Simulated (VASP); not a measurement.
Runs of VASP 6.6.1 on HgTe. The structure is that of space group F-43m (No. 216), or close to it. The cells are those of the table. 

| cell | pressure (GPa) | moment (μB) |
| --- | --- | --- |
| a = 4.749 Å, angles 60.0°, 2 atoms | -1.1 | 0.00 |
| a = 4.687 Å, angles 60.0°, 2 atoms | 0.2 | 0.00 |
| a = 4.794 Å, angles 60.0°, 2 atoms | -1.8 | 0.00 |
| a = 4.624 Å, angles 60.0°, 2 atoms | (a) | 0.00 |
| a = 4.697 Å, angles 60.0°, 2 atoms | (b) | 0.00 |
| a = 4.656 Å, angles 60.0°, 2 atoms | 1.0 | 0.00 |
| a = 4.719 Å, angles 60.0°, 2 atoms | -0.5 | 0.00 |
| a = 4.704 Å, angles 60.0°, 2 atoms | (c) | 0.00 |

Alike in all rows: task single point; level PBE; potentials or basis VASP PAW PBE potentials, release 64 (Hg, Te); spin non-collinear, zero start, SOC; k mesh 10 × 10 × 10; cutoff (eV) 520; smearing gaussian 0.05 eV.

Estimate the missing entries.

(a) 1.8; (b) 0.0; (c) -0.1.
